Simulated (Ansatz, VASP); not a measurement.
## InP in VASP and in Ansatz

INCAR

```
SYSTEM = InP
ALGO = Normal ; EDIFF = 1E-6
ENCUT = 520 ; GGA = PE
ISIF = 2 ; ISMEAR = 0
LASPH = .TRUE. ; LCHARG = .FALSE.
LREAL = .FALSE. ; LWAVE = .FALSE.
NBANDS = 16 ; NELM = 100
PREC = Accurate ; SIGMA = 0.15
```

The input KPOINTS:

```
k-points
0
G
  18 18 18
  0 0 0
```

File POSCAR:

```
InP
1.0
    0.0000000000      2.7286080084      2.8532652270
    2.7286080084      0.0000000000      2.8532652270
    2.7286080084      2.7286080084      0.0000000000
In P
1 1
Direct
    0.0000000000      0.0000000000      0.0000000000
    0.5000000000      0.5000000000      0.5000000000
```

Input for Ansatz:

```yaml
crystal:
  lattice:
    - [0.0, 2.7286080084, 2.853265227]
    - [2.7286080084, 0.0, 2.853265227]
    - [2.7286080084, 2.7286080084, 0.0]
  atoms:
    - { symbol: In, position: [0.0, 0.0, 0.0] }
    - { symbol: P, position: [0.5, 0.5, 0.5] }
basis:
  ecutwfc: 420
kpoints:
  mp_grid: { grid: [18, 18, 18] }
hamiltonian:
  xc: pbe
scf:
  occupations: { method: gaussian, width: 0.15 }
output:
  forces: true
  stress: true
  eigenvalues: true
```

Change from the starting cell: strain -0.015 along x and y, +0.030 along z, atoms carried along.

Alike in both runs: task single point; functional PBE; k mesh 18 × 18 × 18; occupations gaussian, width 0.15 eV; no spin polarisation.

|  | VASP | Ansatz |
| --- | --- | --- |
| version | VASP 6.6.1 | Ansatz 0.2.0 |
| potentials or method | VASP PAW PBE potentials, release 64 (In_d, P), cutoff 520 eV | scalar-relativistic, plane waves, PAW |
| valence electrons in the cell | 18 | 18 |

Ansatz gave:

| Quantity | Value |
| --- | --- |
| gap on the k mesh at the Fermi level (eV) | none |
| pressure (GPa) | 0.3 |
| traceless stress, the component that is largest in VASP (GPa) | -2.88 |

**Question.** Estimate VASP's values.

**Answer.** gap on the k mesh at the Fermi level (eV): none; pressure (GPa): 0.3; traceless stress, the component that is largest in VASP (GPa): -2.86.

A gap of «none» marks a metal or a gap that the smearing closes. The functional is the same, so the differences come from potentials, cutoffs and numerics.
